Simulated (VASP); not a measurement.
# Sr (Fm-3m) in VASP: single point with r2SCAN

Aim: the single point of Sr with r2SCAN.

All numbers are computed with VASP 6.6.1; they aren't measurements. Logs are shortened: lines on timing, memory, paths and dates and some standing lists are left out, and cuts for length are marked.

## (1) The cell of the first run

Symmetry: Fm-3m, No. 225, cubic system. The conventional cell has a = 6.105 Å, b = 6.105 Å, c = 6.105 Å, α = 90.00°, β = 90.00°, γ = 90.00°. Within 5.7 Å of Sr (site symmetry m-3m) lie 12 Sr at 4.32 Å.

## (2) Single point, r2SCAN

Contents of POSCAR:

```
Sr
1.0
    0.0000000000      3.0522795752      3.0522795752
    3.0522795752      0.0000000000      3.0522795752
    3.0522795752      3.0522795752      0.0000000000
Sr
1
Direct
    0.0000000000      0.0000000000      0.0000000000
```

Contents of INCAR.step1:

```
SYSTEM = Sr
PREC = Accurate ; ENCUT = 520
ISMEAR = -1 ; SIGMA = 0.1
LREAL = .FALSE. ; LASPH = .TRUE.
NELM = 60 ; NBANDS = 11
GGA = PE ; ALGO = Normal
EDIFF = 1E-4 ; LWAVE = .TRUE.
LCHARG = .FALSE.
```

Contents of INCAR.step2:

```
SYSTEM = Sr
PREC = Accurate ; ENCUT = 520
EDIFF = 1E-7 ; ISMEAR = -1
SIGMA = 0.1 ; LREAL = .FALSE.
LASPH = .TRUE. ; NELM = 60
ALGO = Normal ; ISIF = 2
LWAVE = .FALSE. ; LCHARG = .FALSE.
METAGGA = R2SCAN ; LMIXTAU = .TRUE.
NBANDS = 11 ; ISTART = 1
```

Contents of KPOINTS:

```
Automatic mesh
0
G
  6 6 6
  0 0 0
```

Potentials or basis: VASP PAW PBE potentials, release 64 (Sr_sv).

Run with:

```sh
$ cat potpaw_PBE.64/Sr_sv/POTCAR > POTCAR
$ cp INCAR.step1 INCAR
$ mpirun -np 1 vasp_std > vasp.out
$ cp INCAR.step2 INCAR
$ mpirun -np 1 vasp_std > vasp.out
```

OUTCAR:

```text
SYSTEM = Sr
   PREC = Accurate
   ENCUT = 520
   EDIFF = 1E-7
   ISMEAR = -1
   LREAL = .FALSE.
   LASPH = .TRUE.
   NELM = 60
   ISIF = 2
   METAGGA = R2SCAN
   ISTART = 1

 ion  position               nearest neighbor table
   1  0.000  0.000  0.000-

  LATTYP: Found a face centered cubic cell.
 ALAT       =     6.1045591504

  Lattice vectors:

 A1 = (   0.0000000000,   3.0522795752,   3.0522795752)
 A2 = (   3.0522795752,   0.0000000000,   3.0522795752)
 A3 = (   3.0522795752,   3.0522795752,   0.0000000000)

Analysis of symmetry for initial positions (statically):
=====================================================================
 Subroutine PRICEL returns:
 Original cell was already a primitive cell.

 Routine SETGRP: Setting up the symmetry group for a
 face centered cubic supercell.

 Subroutine GETGRP returns: Found 48 space group operations
 (whereof 48 operations were pure point group operations)
 out of a pool of 48 trial point group operations.

The static configuration has the point symmetry O_h .

Analysis of symmetry for dynamics (positions and initial velocities):
=====================================================================
 Subroutine PRICEL returns:
 Original cell was already a primitive cell.

 Routine SETGRP: Setting up the symmetry group for a
 face centered cubic supercell.

 Subroutine GETGRP returns: Found 48 space group operations
 (whereof 48 operations were pure point group operations)
 out of a pool of 48 trial point group operations.

The dynamic configuration has the point symmetry O_h .

 Subroutine INISYM returns: Found 48 space group operations
 (whereof 48 operations are pure point group operations),
 and found     1 'primitive' translations

----------------------------------------------------------------------------------------

                                     Primitive cell

  volume of cell :      56.8726

  direct lattice vectors                    reciprocal lattice vectors
     0.000000000  3.052279575  3.052279575    -0.163811993  0.163811993  0.163811993
     3.052279575  0.000000000  3.052279575     0.163811993 -0.163811993  0.163811993
     3.052279575  3.052279575  0.000000000     0.163811993  0.163811993 -0.163811993

  length of vectors
     4.316575171  4.316575171  4.316575171     0.283730695  0.283730695  0.283730695

  position of ions in fractional coordinates (direct lattice)
     0.000000000  0.000000000  0.000000000

  ion indices of the primitive-cell ions
   primitive index   ion index
                 1           1

----------------------------------------------------------------------------------------

 KPOINTS: Automatic mesh

Automatic generation of k-mesh.
 Grid dimensions read from file:
 generate k-points for:    6    6    6

 Generating k-lattice:

  Cartesian coordinates                     Fractional coordinates (reciprocal lattice)
    -0.027301999  0.027301999  0.027301999     0.166666667  0.000000000  0.000000000
     0.027301999 -0.027301999  0.027301999     0.000000000  0.166666667  0.000000000
     0.027301999  0.027301999 -0.027301999     0.000000000  0.000000000  0.166666667

  Length of vectors
     0.047288449  0.047288449  0.047288449

  Shift w.r.t. Gamma in fractional coordinates (k-lattice)
     0.000000000  0.000000000  0.000000000

 Subroutine IBZKPT returns following result:
 ===========================================

 Found     16 irreducible k-points:

 Following reciprocal coordinates:
            Coordinates               Weight
  0.000000  0.000000  0.000000      1.000000
  0.166667  0.000000  0.000000      8.000000
  0.333333  0.000000  0.000000      8.000000
  0.500000  0.000000  0.000000      4.000000
  0.166667  0.166667  0.000000      6.000000
  0.333333  0.166667  0.000000     24.000000
[... 8 lines left out ...]
 -0.333333  0.333333  0.166667     24.000000
 -0.333333  0.500000  0.166667     12.000000
   k-points           NKPTS =     16   k-points in BZ     NKDIM =     16   number of bands    NBANDS=     11
   number of dos      NEDOS =    301   number of ions     NIONS =      1
   total plane-waves  NPLWV =  32768
   dimension x,y,z NGX =    32 NGY =   32 NGZ =   32
   dimension x,y,z NGXF=    64 NGYF=   64 NGZF=   64
   ions per type =               1
   NGX,Y,Z   is equivalent  to a cutoff of  12.32, 12.32, 12.32 a.u.
   NGXF,Y,Z  is equivalent  to a cutoff of  24.65, 24.65, 24.65 a.u.
 SYSTEM =  Sr
   PREC   = accura    normal or accurate (medium, high low for compatibility)
   ISTART =      1    job   : 0-new  1-cont  2-samecut
   ICHARG =      0    charge: 1-file 2-atom 10-const
   ISPIN  =      1    spin polarized calculation?
   LNONCOLLINEAR =      F non collinear calculations
   LSORBIT =      F    spin-orbit coupling
   LASPH  =      T    aspherical Exc in radial PAW
   ENCUT  =  520.0 eV  38.22 Ry    6.18 a.u.   8.03  8.03  8.03*2*pi/ulx,y,z
   NELM   =     60;   NELMIN=  2; NELMDL=  0     # of ELM steps
   EDIFF  = 0.1E-06   stopping-criterion for ELM
   LREAL  =      F    real-space projection
   EDIFFG = 0.1E-05   stopping-criterion for IOM
   NSW    =      0    number of steps for IOM
   IBRION =     -1    ionic relax: 0-MD 1-quasi-New 2-CG
   NFREE  =      0    steps in history (QN), initial steepest desc. (CG)
   ISIF   =      2    stress and relaxation
   ISYM   =      2    0-nonsym 1-usesym 2-fastsym
   POTIM  = 0.5000    time-step for ionic-motion
   TEBEG  =    0.0;   TEEND  =   0.0 temperature during run
   PSTRESS=    0.0 pullay stress
   NELECT =      10.0000    total number of electrons
   NUPDOWN=      -1.0000    fix difference up-down
   EMIN   =  10.00;   EMAX   =-10.00  energy-range for DOS
   EFERMI =   0.00;   METHOD = LEGACY
   ISMEAR =    -1;   SIGMA  =   0.10  broadening in eV -4-tet -1-fermi 0-gaus
   EFERMI_NEDOS =   21; number of points for ismear=-14 and -15
   IALGO  =     38    algorithm
   IMIX   =      4    mixing-type and parameters
     AMIX     =   0.40;   BMIX     =  1.00
     AMIX_MAG =   1.60;   BMIX_MAG =  1.00
  volume/ion in A,a.u.               =      56.87       383.80
  Fermi-wavevector in a.u.,A,eV,Ry     =   0.917150  1.733163 11.444741  0.841165
  Thomas-Fermi vector in A             =   2.042087
   LORBIT       =      0    0 simple, 1 ext, 2 COOP (PROOUT), +10 PAW based schemes
   METAGGA = R2SCAN    functional components
   LHFCALC =     F    Hartree Fock is set to
   AEXX    =    0.0000 exact exchange contribution
   IVDW    =     0    specifies the selected vdW correction
   LEPSILON=     F    determine dielectric tensor
   LRPA    =     F    only Hartree local field effects (RPA)
 non-spin polarized calculation
  energy-cutoff  :      520.00
  volume of cell :       56.87
 maximum number of plane-waves:      1544
   NGX = 17   NGY = 17   NGZ = 17

 number of electron      10.0000000 magnetization

 Free energy of the ion-electron system (eV)
  ---------------------------------------------------
  ext. energy  EPLUGINS =         0.00000000
  ---------------------------------------------------
  free energy    TOTEN  =       -15.10763313 eV

  energy without entropy =      -15.05189411  energy(sigma->0) =      -15.07976362

 E-fermi :   1.4965     XC(G=0):  -7.6837

 val. band max:        1.4907050219   @ k =  -0.3333   0.3333   0.1667
 cond. band min:       1.5543688220   @ k =  -0.3333   0.3333   0.1667
 fundamental gap:      0.0636638001
 Fermi energy:         1.4965335946

 k-point     1 :       0.0000    0.0000    0.0000
  band No.  band energies     occupation
      1     -36.5923      2.00000
      2     -17.8568      2.00000
      3     -17.8568      2.00000
      4     -17.8568      2.00000
      5      -2.2900      2.00000
      6       4.1572      0.00000
      7       4.1572      0.00000
      8       4.1572      0.00000
      9       5.6555      0.00000
     10       5.6555      0.00000
     11       8.9093      0.00000

 k-point     2 :       0.1667    0.0000    0.0000
  band No.  band energies     occupation
      1     -36.5891      2.00000
      2     -17.9031      2.00000
      3     -17.8629      2.00000
      4     -17.8629      2.00000
      5      -1.8431      2.00000
      6       3.4925      0.00000
      7       4.3115      0.00000
      8       4.3115      0.00000
      9       5.4716      0.00000
     10       5.4716      0.00000
     11       9.4124      0.00000

 k-point     3 :       0.3333    0.0000    0.0000
  band No.  band energies     occupation
      1     -36.5826      2.00000
      2     -17.9939      2.00000
      3     -17.8752      2.00000
      4     -17.8752      2.00000
      5      -0.6667      2.00000
      6       2.3524      0.00038
      7       4.1532      0.00000
      8       4.1532      0.00000
      9       5.9979      0.00000
     10       5.9979      0.00000
     11       8.0542      0.00000

 k-point     4 :       0.5000    0.0000    0.0000
  band No.  band energies     occupation
      1     -36.5794      2.00000
      2     -18.0384      2.00000
      3     -17.8813      2.00000
      4     -17.8813      2.00000
      5       0.4464      1.99995
      6       1.4177      1.37482
      7       3.9667      0.00000
      8       3.9667      0.00000
      9       6.6994      0.00000
     10       6.6994      0.00000
     11       7.5677      0.00000

 k-point     5 :       0.1667    0.1667    0.0000
  band No.  band energies     occupation
      1     -36.5880      2.00000
      2     -17.9017      2.00000
      3     -17.8733      2.00000
      4     -17.8733      2.00000
      5      -1.6967      2.00000
      6       3.3857      0.00000
      7       4.4398      0.00000
      8       4.4398      0.00000
      9       4.6776      0.00000
     10       5.8806      0.00000
     11      10.3364      0.00000
[... 99 lines left out ...]
 k-point    13 :       0.5000    0.5000    0.0000
  band No.  band energies     occupation
      1     -36.5751      2.00000
      2     -18.0275      2.00000
      3     -17.9225      2.00000
      4     -17.9225      2.00000
      5       0.9297      1.99312
      6       2.0100      0.01171
      7       2.4641      0.00013
      8       6.6985      0.00000
      9       7.0020      0.00000
     10       7.0023      0.00000
     11       7.0424      0.00000

 k-point    14 :       0.5000    0.3333    0.1667
  band No.  band energies     occupation
      1     -36.5783      2.00000
      2     -17.9920      2.00000
      3     -17.9301      2.00000
      4     -17.8970      2.00000
      5       0.2743      1.99999
      6       2.3343      0.00046
      7       2.8201      0.00000
      8       4.7650      0.00000
      9       5.6223      0.00000
     10       6.9716      0.00000
     11       7.8092      0.00000

 k-point    15 :      -0.3333    0.3333    0.1667
  band No.  band energies     occupation
      1     -36.5761      2.00000
      2     -17.9974      2.00000
      3     -17.9520      2.00000
      4     -17.9072      2.00000
      5       1.4907      1.02913
      6       1.5544      0.71862
      7       2.6156      0.00003
      8       4.4693      0.00000
      9       6.1138      0.00000
     10       7.0953      0.00000
     11       7.1449      0.00000

 k-point    16 :      -0.3333    0.5000    0.1667
  band No.  band energies     occupation
      1     -36.5751      2.00000
      2     -18.0014      2.00000
      3     -17.9489      2.00000
      4     -17.9238      2.00000
      5       1.3890      1.49116
      6       2.0809      0.00578
      7       2.3039      0.00062
      8       4.5508      0.00000
      9       7.0060      0.00000
     10       7.2219      0.00000
     11       7.2514      0.00000

------------------------ aborting loop because EDIFF is reached ----------------------------------------

  FORCE on cell =-STRESS in cart. coord.  units (eV):
  Direction    XX          YY          ZZ          XY          YZ          ZX
  --------------------------------------------------------------------------------------
  -------------------------------------------------------------------------------------
  Total        0.0062786      0.0062786      0.0062786     -0.0000000     -0.0000000     -0.0000000
  in kB        0.1768755      0.1768755      0.1768755     -0.0000000     -0.0000000     -0.0000000
  external PRESSURE =       0.1768755 kB  Pullay stress =       0.0000000 kB

 VOLUME and BASIS-vectors are now :
 -----------------------------------------------------------------------------
  energy-cutoff  :      520.00
  volume of cell :       56.87
      direct lattice vectors                 reciprocal lattice vectors
     0.000000000  3.052279575  3.052279575    -0.163811993  0.163811993  0.163811993
     3.052279575  0.000000000  3.052279575     0.163811993 -0.163811993  0.163811993
     3.052279575  3.052279575  0.000000000     0.163811993  0.163811993 -0.163811993

 POSITION                                       TOTAL-FORCE (eV/Angst)
 -----------------------------------------------------------------------------------
      0.00000      0.00000      0.00000         0.000000      0.000000     -0.000000
 -----------------------------------------------------------------------------------
    total drift:                                0.000000      0.000000     -0.000000

  FREE ENERGIE OF THE ION-ELECTRON SYSTEM (eV)
  ---------------------------------------------------
  free  energy   TOTEN  =       -15.1076331325 eV

  energy  without entropy=      -15.0518941107  energy(sigma->0) =      -15.07976362
```

Run time: 54 s. Hardware: 1 thread of AMD EPYC 9R45 (Zen 5), shared host; peak memory 0.14 GiB.

What came out:

- Free energy: -15.1076 eV
- Pressure: 0.0 GPa
- Band gap on the k mesh: zero (band 5 reaches 1.49 eV, above the bottom of band 6 at 1.42 eV)

Levels at points of the mesh, in eV from the Fermi level:
```tsv
k point	band 3	band 4	band 5	band 6	band 7	band 8
(0.00, 0.00, 0.00)	-19.35	-19.35	-3.79	2.66	2.66	2.66
(0.50, 0.00, 0.00)	-19.38	-19.38	-1.05	-0.08	2.47	2.47
(0.50, 0.50, 0.00)	-19.42	-19.42	-0.57	0.51	0.97	5.20
```

Caveat: the PAW data sets were made with another functional, which shifts forces and pressure a little.
